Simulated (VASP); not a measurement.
# N (Pa-3) in VASP: single point with PBE

Aim: the single point of N with PBE.

Everything below comes from runs of VASP 6.6.1. Logs are shortened: lines on timing, memory, paths and dates and some standing lists are left out, and cuts for length are marked.

## Step 1: The cell of the first run

The structure is cubic, space group Pa-3 (No. 205). Conventional cell: a = 5.478 Å, b = 5.478 Å, c = 5.478 Å, α = 90.00°, β = 90.00°, γ = 90.00°. Within 1.5 Å of N (site symmetry 3) lie 1 N at 1.09 Å.

## Step 2: Single point, PBE

INCAR

```
SYSTEM = N
PREC     = Accurate       ! precision mode
ENCUT    = 1330           ! plane-wave cutoff, eV
EDIFF    = 1E-6           ! SCF threshold, eV
ISMEAR   = -1             ! smearing method
SIGMA    = 0.02           ! smearing width, eV
LREAL    = .False.        ! projectors in reciprocal space
LASPH    = .True.         ! aspherical terms in the spheres
NELM     = 120            ! most SCF steps
ALGO     = Normal         ! electronic algorithm
ISIF     = 2              ! what is computed and relaxed
LWAVE    = .False.        ! write WAVECAR
LCHARG   = .False.        ! write CHGCAR
GGA      = PE             ! functional
NBANDS   = 30             ! bands
GGA_COMPAT= .False.
```

KPOINTS

```
Automatic mesh
0
Gamma
  6 6 6
  0 0 0
```

POSCAR

```
N
1.0
    5.4776496753      0.0000000000      0.0000000000
    0.0000000000      5.4776496753      0.0000000000
    0.0000000000      0.0000000000      5.4776496753
N
8
Direct
    0.0576092872      0.0576092872      0.0576092872
    0.4423907128      0.9423907128      0.5576092872
    0.5576092872      0.4423907128      0.9423907128
    0.9423907128      0.5576092872      0.4423907128
    0.9423907128      0.9423907128      0.9423907128
    0.5576092872      0.0576092872      0.4423907128
    0.4423907128      0.5576092872      0.0576092872
    0.0576092872      0.4423907128      0.5576092872
```

Potentials or basis: VASP PAW PBE potentials, release 64 (N_h).

Started as:

```
$ cat potpaw_PBE.64/N_h/POTCAR > POTCAR
$ mpirun -np 1 vasp_std > vasp.out
```

OUTCAR:

```text
SYSTEM = N
   PREC = Accurate
   ENCUT = 1330
   EDIFF = 1E-6
   ISMEAR = -1
   LREAL = .False.
   LASPH = .True.
   NELM = 120
   ISIF = 2
   GGA = PE

 ion  position               nearest neighbor table
   1  0.058  0.058  0.058-   5 1.09
   2  0.442  0.942  0.558-   6 1.09
   3  0.558  0.442  0.942-   7 1.09
   4  0.942  0.558  0.442-   8 1.09
   5  0.942  0.942  0.942-   1 1.09
   6  0.558  0.058  0.442-   2 1.09
   7  0.442  0.558  0.058-   3 1.09
   8  0.058  0.442  0.558-   4 1.09

  LATTYP: Found a simple cubic cell.
 ALAT       =     5.4776496753

  Lattice vectors:

 A1 = (   5.4776496753,   0.0000000000,   0.0000000000)
 A2 = (   0.0000000000,   5.4776496753,   0.0000000000)
 A3 = (   0.0000000000,   0.0000000000,   5.4776496753)

Analysis of symmetry for initial positions (statically):
=====================================================================
 Subroutine PRICEL returns:
 Original cell was already a primitive cell.

 Routine SETGRP: Setting up the symmetry group for a
 simple cubic supercell.

 Subroutine GETGRP returns: Found 24 space group operations
 (whereof  6 operations were pure point group operations)
 out of a pool of 48 trial point group operations.

The static configuration has the point symmetry S_6 .
 The point group associated with its full space group is T_h .

Analysis of symmetry for dynamics (positions and initial velocities):
=====================================================================
 Subroutine PRICEL returns:
 Original cell was already a primitive cell.

 Routine SETGRP: Setting up the symmetry group for a
 simple cubic supercell.

 Subroutine GETGRP returns: Found 24 space group operations
 (whereof  6 operations were pure point group operations)
 out of a pool of 48 trial point group operations.

The dynamic configuration has the point symmetry S_6 .
 The point group associated with its full space group is T_h .

 Subroutine INISYM returns: Found 24 space group operations
 (whereof  6 operations are pure point group operations),
 and found     1 'primitive' translations

----------------------------------------------------------------------------------------

                                     Primitive cell

  volume of cell :     164.3549

  direct lattice vectors                    reciprocal lattice vectors
     5.477649675  0.000000000  0.000000000     0.182560050  0.000000000  0.000000000
     0.000000000  5.477649675  0.000000000     0.000000000  0.182560050  0.000000000
     0.000000000  0.000000000  5.477649675     0.000000000  0.000000000  0.182560050

  length of vectors
     5.477649675  5.477649675  5.477649675     0.182560050  0.182560050  0.182560050

  position of ions in fractional coordinates (direct lattice)
     0.057609287  0.057609287  0.057609287
     0.442390713  0.942390713  0.557609287
     0.557609287  0.442390713  0.942390713
     0.942390713  0.557609287  0.442390713
     0.942390713  0.942390713  0.942390713
     0.557609287  0.057609287  0.442390713
     0.442390713  0.557609287  0.057609287
     0.057609287  0.442390713  0.557609287

  ion indices of the primitive-cell ions
   primitive index   ion index
                 1           1
                 2           2
                 3           3
                 4           4
                 5           5
                 6           6
                 7           7
                 8           8

----------------------------------------------------------------------------------------

 KPOINTS: Automatic mesh

Automatic generation of k-mesh.
 Grid dimensions read from file:
 generate k-points for:    6    6    6

 Generating k-lattice:

  Cartesian coordinates                     Fractional coordinates (reciprocal lattice)
     0.030426675  0.000000000  0.000000000     0.166666667  0.000000000  0.000000000
     0.000000000  0.030426675  0.000000000     0.000000000  0.166666667  0.000000000
     0.000000000  0.000000000  0.030426675     0.000000000  0.000000000  0.166666667

  Length of vectors
     0.030426675  0.030426675  0.030426675

  Shift w.r.t. Gamma in fractional coordinates (k-lattice)
     0.000000000  0.000000000  0.000000000

 Subroutine IBZKPT returns following result:
 ===========================================

 Found     24 irreducible k-points:

 Following reciprocal coordinates:
            Coordinates               Weight
  0.000000  0.000000  0.000000      1.000000
  0.166667  0.000000  0.000000      6.000000
  0.333333  0.000000  0.000000      6.000000
  0.500000  0.000000  0.000000      3.000000
  0.166667  0.166667  0.000000     12.000000
  0.333333  0.166667  0.000000     12.000000
[... 16 lines left out ...]
  0.500000  0.500000  0.333333      6.000000
  0.500000  0.500000  0.500000      1.000000
   k-points           NKPTS =     24   k-points in BZ     NKDIM =     24   number of bands    NBANDS=     30
   number of dos      NEDOS =    301   number of ions     NIONS =      8
   total plane-waves  NPLWV = 343000
   dimension x,y,z NGX =    70 NGY =   70 NGZ =   70
   dimension x,y,z NGXF=   140 NGYF=  140 NGZF=  140
   ions per type =               8
   NGX,Y,Z   is equivalent  to a cutoff of  21.24, 21.24, 21.24 a.u.
   NGXF,Y,Z  is equivalent  to a cutoff of  42.49, 42.49, 42.49 a.u.
 SYSTEM =  N
   PREC   = accura    normal or accurate (medium, high low for compatibility)
   ISTART =      0    job   : 0-new  1-cont  2-samecut
   ICHARG =      2    charge: 1-file 2-atom 10-const
   ISPIN  =      1    spin polarized calculation?
   LNONCOLLINEAR =      F non collinear calculations
   LSORBIT =      F    spin-orbit coupling
   LASPH  =      T    aspherical Exc in radial PAW
   ENCUT  = 1330.0 eV  97.75 Ry    9.89 a.u.  16.29 16.29 16.29*2*pi/ulx,y,z
   NELM   =    120;   NELMIN=  2; NELMDL= -5     # of ELM steps
   EDIFF  = 0.1E-05   stopping-criterion for ELM
   LREAL  =      F    real-space projection
[... 7 lines left out ...]
   TEBEG  =    0.0;   TEEND  =   0.0 temperature during run
   PSTRESS=    0.0 pullay stress
   NELECT =      40.0000    total number of electrons
   NUPDOWN=      -1.0000    fix difference up-down
   EMIN   =  10.00;   EMAX   =-10.00  energy-range for DOS
   EFERMI =   0.00;   METHOD = LEGACY
   ISMEAR =    -1;   SIGMA  =   0.02  broadening in eV -4-tet -1-fermi 0-gaus
   EFERMI_NEDOS =   21; number of points for ismear=-14 and -15
   IALGO  =     38    algorithm
   IMIX   =      4    mixing-type and parameters
     AMIX     =   0.40;   BMIX     =  1.00
     AMIX_MAG =   1.60;   BMIX_MAG =  1.00
  volume/ion in A,a.u.               =      20.54       138.64
  Fermi-wavevector in a.u.,A,eV,Ry     =   1.022117  1.931521 14.214319  1.044723
  Thomas-Fermi vector in A             =   2.155779
   LORBIT       =      0    0 simple, 1 ext, 2 COOP (PROOUT), +10 PAW based schemes
   GGA     = PE    functional components
   LHFCALC =     F    Hartree Fock is set to
   AEXX    =    0.0000 exact exchange contribution
   IVDW    =     0    specifies the selected vdW correction
   LEPSILON=     F    determine dielectric tensor
   LRPA    =     F    only Hartree local field effects (RPA)
 non-spin polarized calculation
  energy-cutoff  :     1330.00
  volume of cell :      164.35
 maximum number of plane-waves:     18184
 NGX is ok and might be reduce to    70
   NGX = 33   NGY = 33   NGZ = 33

 number of electron      40.0000000 magnetization

 Free energy of the ion-electron system (eV)
  ---------------------------------------------------
  ext. energy  EPLUGINS =         0.00000000
  ---------------------------------------------------
  free energy    TOTEN  =       -67.23494398 eV

  energy without entropy =      -67.23494398  energy(sigma->0) =      -67.23494398

 E-fermi :  -5.3622     XC(G=0):  -6.7947

 val. band max:       -5.8468049935   @ k =   0.5000   0.0000   0.0000
 cond. band min:       1.5088795416   @ k =   0.0000   0.0000   0.0000
 fundamental gap:      7.3556845351
 Fermi energy:        -5.3621795247

 k-point     1 :       0.0000    0.0000    0.0000
  band No.  band energies     occupation
      1     -24.1976      2.00000
      2     -24.1213      2.00000
      3     -24.1213      2.00000
      4     -24.1213      2.00000
      5      -9.4275      2.00000
      6      -9.4275      2.00000
[... 22 lines left out ...]
     29       5.7442      0.00000
     30       8.6483      0.00000

 k-point     2 :       0.1667    0.0000    0.0000
  band No.  band energies     occupation
      1     -24.1925      2.00000
      2     -24.1264      2.00000
      3     -24.1212      2.00000
      4     -24.1212      2.00000
      5      -9.4225      2.00000
      6      -9.4208      2.00000
[... 22 lines left out ...]
     29       5.7936      0.00000
     30       7.9644      0.00000

 k-point     3 :       0.3333    0.0000    0.0000
  band No.  band energies     occupation
      1     -24.1785      2.00000
      2     -24.1404      2.00000
      3     -24.1211      2.00000
      4     -24.1211      2.00000
      5      -9.4111      2.00000
      6      -9.4080      2.00000
[... 22 lines left out ...]
     29       5.9967      0.00000
     30       7.1103      0.00000

 k-point     4 :       0.5000    0.0000    0.0000
  band No.  band energies     occupation
      1     -24.1594      2.00000
      2     -24.1594      2.00000
      3     -24.1211      2.00000
      4     -24.1211      2.00000
      5      -9.4034      2.00000
      6      -9.4034      2.00000
[... 616 lines left out ...]
     29       6.8800      0.00000
     30       6.8800      0.00000

 k-point    23 :       0.5000    0.5000    0.3333
  band No.  band energies     occupation
      1     -24.1398      2.00000
      2     -24.1398      2.00000
      3     -24.1398      2.00000
      4     -24.1398      2.00000
      5      -9.4179      2.00000
      6      -9.4179      2.00000
[... 22 lines left out ...]
     29       7.1840      0.00000
     30       7.1840      0.00000

 k-point    24 :       0.5000    0.5000    0.5000
  band No.  band energies     occupation
      1     -24.1397      2.00000
      2     -24.1397      2.00000
      3     -24.1397      2.00000
      4     -24.1397      2.00000
      5      -9.4311      2.00000
      6      -9.4311      2.00000
[... 22 lines left out ...]
     29       7.2923      0.00000
     30       7.2923      0.00000

------------------------ aborting loop because EDIFF is reached ----------------------------------------

  FORCE on cell =-STRESS in cart. coord.  units (eV):
  Direction    XX          YY          ZZ          XY          YZ          ZX
  --------------------------------------------------------------------------------------
  -------------------------------------------------------------------------------------
  Total        2.6817843      2.6817843      2.6817843      0.0000000     -0.0000000      0.0000000
  in kB       26.1427743     26.1427743     26.1427743      0.0000000     -0.0000000      0.0000000
  external PRESSURE =      26.1427743 kB  Pullay stress =       0.0000000 kB

 VOLUME and BASIS-vectors are now :
 -----------------------------------------------------------------------------
  energy-cutoff  :     1330.00
  volume of cell :      164.35
      direct lattice vectors                 reciprocal lattice vectors
     5.477649675  0.000000000  0.000000000     0.182560050  0.000000000  0.000000000
     0.000000000  5.477649675  0.000000000     0.000000000  0.182560050  0.000000000
     0.000000000  0.000000000  5.477649675     0.000000000  0.000000000  0.182560050

 POSITION                                       TOTAL-FORCE (eV/Angst)
 -----------------------------------------------------------------------------------
      0.31556      0.31556      0.31556         0.711077      0.711077      0.711077
      2.42326      5.16209      3.05439        -0.711077     -0.711077      0.711077
      3.05439      2.42326      5.16209         0.711077     -0.711077     -0.711077
      5.16209      3.05439      2.42326        -0.711077      0.711077     -0.711077
      5.16209      5.16209      5.16209        -0.711077     -0.711077     -0.711077
      3.05439      0.31556      2.42326         0.711077      0.711077     -0.711077
      2.42326      3.05439      0.31556        -0.711077      0.711077      0.711077
      0.31556      2.42326      3.05439         0.711077     -0.711077      0.711077
 -----------------------------------------------------------------------------------
    total drift:                               -0.000000      0.000000      0.000000

  FREE ENERGIE OF THE ION-ELECTRON SYSTEM (eV)
  ---------------------------------------------------
  free  energy   TOTEN  =       -67.2349439843 eV

  energy  without entropy=      -67.2349439843  energy(sigma->0) =      -67.23494398
```

Wall time 7.2 min (1 thread of Intel Xeon Platinum 8259CL at 2.50GHz (Skylake/Cascade Lake), shared host); peak memory 0.88 GiB.

What came out:

```yaml
Free_energy: -67.2349 eV
Pressure: 2.6 GPa
Largest_force: 1.232 eV/Å
Band_gap_on_the_k_mesh: 7.36 eV (least direct gap 7.39 eV)
```

Forces on the atoms (eV/Å):
```
N    0.711  0.711  0.711
N   -0.711 -0.711  0.711
N    0.711 -0.711 -0.711
N   -0.711  0.711 -0.711
N   -0.711 -0.711 -0.711
N    0.711  0.711 -0.711
N   -0.711  0.711  0.711
N    0.711 -0.711  0.711
```

Caveat: this functional lacks dispersion, which holds the molecules together, so the pressure and a relaxed volume are unreliable; forces of over 1 eV/Å act on the atoms, so gaps and moduli don't describe the material at rest.
